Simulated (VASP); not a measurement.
Input of a VASP 6.6.1 run:

File POSCAR:

```
ZnS
1.0
    3.7822379936      0.0000000000      0.0000000000
   -1.8911189968      3.2755141856      0.0000000000
    0.0000000000      0.0000000000      6.2081825480
Zn S
2 2
Direct
    0.3333333333      0.6666666667     -0.0184436468
    0.6666666667      0.3333333333      0.4815563532
    0.3333333333      0.6666666667      0.3934436468
    0.6666666667      0.3333333333      0.8934436468
```

INCAR.step1

```
SYSTEM = ZnS
PREC     = Accurate       ! precision mode
ENCUT    = 520            ! plane-wave cutoff, eV
ISMEAR   = 0              ! smearing method
SIGMA    = 0.01           ! smearing width, eV
LREAL    = .FALSE.        ! projectors in reciprocal space
LASPH    = .TRUE.         ! aspherical terms in the spheres
NELM     = 60             ! most SCF steps
NBANDS   = 26             ! bands
GGA      = PE             ! functional
ALGO     = Normal         ! electronic algorithm
EDIFF    = 1E-4           ! SCF threshold, eV
LWAVE    = .TRUE.         ! write WAVECAR
LCHARG   = .FALSE.        ! write CHGCAR
```

File INCAR.step2:

```
SYSTEM = ZnS
PREC     = Accurate       ! precision mode
ENCUT    = 520            ! plane-wave cutoff, eV
EDIFF    = 1E-6           ! SCF threshold, eV
ISMEAR   = 0              ! smearing method
SIGMA    = 0.01           ! smearing width, eV
LREAL    = .FALSE.        ! projectors in reciprocal space
LASPH    = .TRUE.         ! aspherical terms in the spheres
NELM     = 60             ! most SCF steps
ALGO     = Normal         ! electronic algorithm
ISIF     = 2              ! what is computed and relaxed
LWAVE    = .FALSE.        ! write WAVECAR
LCHARG   = .FALSE.        ! write CHGCAR
METAGGA  = R2SCAN         ! meta-GGA
LMIXTAU  = .TRUE.       
NBANDS   = 26             ! bands
ISTART   = 1
```

File KPOINTS:

```
regular mesh
0
G
  9 9 6
  0 0 0
```

Potentials or basis: VASP PAW PBE potentials, release 64 (Zn, S).

Launch:

```console
$ cat potpaw_PBE.64/Zn/POTCAR potpaw_PBE.64/S/POTCAR > POTCAR
$ cp INCAR.step1 INCAR
$ mpirun -np 1 vasp_std > vasp.out
$ cp INCAR.step2 INCAR
$ mpirun -np 1 vasp_std > vasp.out
```

(1) Estimate the pressure.

(2) Predict the band gap on the k mesh.

(3) Predict the largest force.

Results:

(1) 3.3 GPa.

(2) 2.98 eV, direct.

(3) 0.813 eV/Å.

Caveat: the PAW data sets were made with another functional, which shifts forces and pressure a little.
